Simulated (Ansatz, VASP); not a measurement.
**Two plane-wave programs on TaTe**

The input INCAR:

```
SYSTEM = TaTe
ALGO     = Normal         ! electronic algorithm
EDIFF    = 1E-6           ! SCF threshold, eV
ENCUT    = 520            ! plane-wave cutoff, eV
GGA      = PE             ! functional
ISIF     = 2              ! what is computed and relaxed
ISMEAR   = 0              ! smearing method
ISPIN    = 2              ! spin polarisation
LASPH    = .True.         ! aspherical terms in the spheres
LCHARG   = .True.         ! write CHGCAR
LELF     = .True.         ! ELF
LMAXMIX  = 4              ! l up to which the mixer works
LORBIT   = 11             ! projections on sites
LREAL    = .False.        ! projectors in reciprocal space
LVHAR    = .True.       
LWAVE    = .False.        ! write WAVECAR
MAGMOM   = 1.28 0         ! initial moments
NBANDS   = 20             ! bands
NELM     = 150            ! most SCF steps
PREC     = Accurate       ! precision mode
SIGMA    = 0.05           ! smearing width, eV
```

File KPOINTS:

```
k-points
0
Gamma
  10 10 10
  0 0 0
```

File POSCAR:

```
TaTe
1.0
    0.0000000000      3.1009000764      3.1009000764
    3.1009000764      0.0000000000      3.1009000764
    3.1009000764      3.1009000764      0.0000000000
Ta Te
1 1
Direct
    0.0000000000      0.0000000000      0.0000000000
    0.2500000000      0.2500000000      0.2500000000
```

Input for Ansatz:

```yaml
crystal:
  lattice:
    - [0.0, 3.1009000764, 3.1009000764]
    - [3.1009000764, 0.0, 3.1009000764]
    - [3.1009000764, 3.1009000764, 0.0]
  atoms:
    - { symbol: Ta, position: [0.0, 0.0, 0.0], spin: 1.28 }
    - { symbol: Te, position: [0.25, 0.25, 0.25] }
basis:
  ecutwfc: 420
  ecutrho_ratio: 4
kpoints:
  mp_grid: { grid: [10, 10, 10] }
hamiltonian:
  xc: pbe
scf:
  occupations: { method: gaussian, width: 0.05 }
output:
  forces: true
  stress: true
  eigenvalues: true
  populations: true
magnetization:
  spin_polarized: true
```

Alike in both runs: task single point; functional PBE; k mesh 10 × 10 × 10; occupations gaussian, width 0.05 eV; collinear spin.

|  | VASP | Ansatz |
| --- | --- | --- |
| version | VASP 6.6.1 | Ansatz 0.2.0 |
| potentials or method | VASP PAW PBE potentials, release 64 (Ta_pv, Te), cutoff 520 eV | scalar-relativistic, plane waves, PAW |
| valence electrons in the cell | 17 | 29 |

|  | VASP | Ansatz | Ansatz less VASP |
| --- | --- | --- | --- |
| gap on the k mesh at the Fermi level (eV) | none | none | - |
| pressure (GPa) | 4.2 | 4.2 | -0.02 |
| net moment per atom (μB) | 0.94 | 0.94 | +0.001 |
| size of the moment on the site where the two differ most (μB) | 1.29 | 1.12 | -0.168 |

Site moments also hang on the region over which each program counts them. A gap of «none» marks a metal or a gap that the smearing closes. The functional is the same, so the differences come from potentials, cutoffs and numerics. VASP's potentials hold 17 valence electrons a cell and Ansatz's 29, so a difference there can come from the potentials and not from the codes.

Spin-orbit coupling is off throughout.
